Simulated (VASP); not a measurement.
Set up this calculation in VASP 6.6.1, as the native input.

```yaml
Task: relaxation of cell and atoms
Functional: RPBE
Dispersion: D4
Potentials_or_basis: VASP PAW PBE potentials, release 64 (Ca_sv, O)
Cutoff: 600 eV
k_mesh: 10 × 10 × 10
Occupations: fermi-dirac, width 0.05 eV
Spin: no spin polarisation
Dipole_correction: no
Further_INCAR_settings: ALGO = Normal; EDIFF = 1e-07; IBRION = 2; EDIFFG = -0.005; NSW = 80; ISIF = 3
```

The structure of CaO lies in POSCAR:

```
CaO
1.0
    0.0000000000      2.4035556960      2.4035556960
    2.4035556960      0.0000000000      2.4035556960
    2.4035556960      2.4035556960      0.0000000000
Ca O
1 1
Direct
    0.0000000000      0.0000000000      0.0000000000
    0.5000000000      0.5000000000      0.5000000000
```

These files were run (other wordings do the same):

INCAR

```
SYSTEM = CaO
  ALGO = Normal
  EDIFF = 1E-7
  EDIFFG = -0.005
  ENCUT = 600
  GGA = RP
  IBRION = 2
  ISIF = 3
  ISMEAR = -1
  IVDW = 13
  LASPH = .True.
  LCHARG = .False.
  LREAL = .False.
  LWAVE = .False.
  NELM = 80
  NSW = 80
  PREC = Accurate
  SIGMA = 0.05
```

KPOINTS

```
k-points
0
Gamma
  10 10 10
  0 0 0
```

Potentials or basis: VASP PAW PBE potentials, release 64 (Ca_sv, O).

Run with:

```bash
$ cat potpaw_PBE.64/Ca_sv/POTCAR potpaw_PBE.64/O/POTCAR > POTCAR
$ mpirun -np 1 vasp_std > vasp.out
```

It gave:

- Relaxed volume: 14.13 Å³/atom
- Relaxed cell: a = 3.419 Å, b = 3.419 Å, c = 3.419 Å, α = 60.00°, β = 60.00°, γ = 60.00°
- Space group after relaxing (to 0.05 Å): Fm-3m (No. 225)
- Energy gained by relaxing: 1.3 meV/atom
- Ionic steps: 3
- Pressure after relaxing: 0.0 GPa
- Band gap on the k mesh: 3.75 eV, indirect (least direct gap 4.12 eV)
- Dispersion energy per atom: -0.317 eV

Caveat: the PAW data sets were made with another functional, which shifts forces and pressure a little.

It took 42 s on 1 thread of Intel(R) Xeon(R) Platinum 8375C CPU @ 2.90GHz (Ice Lake) (shared host), peak memory 0.18 GiB.
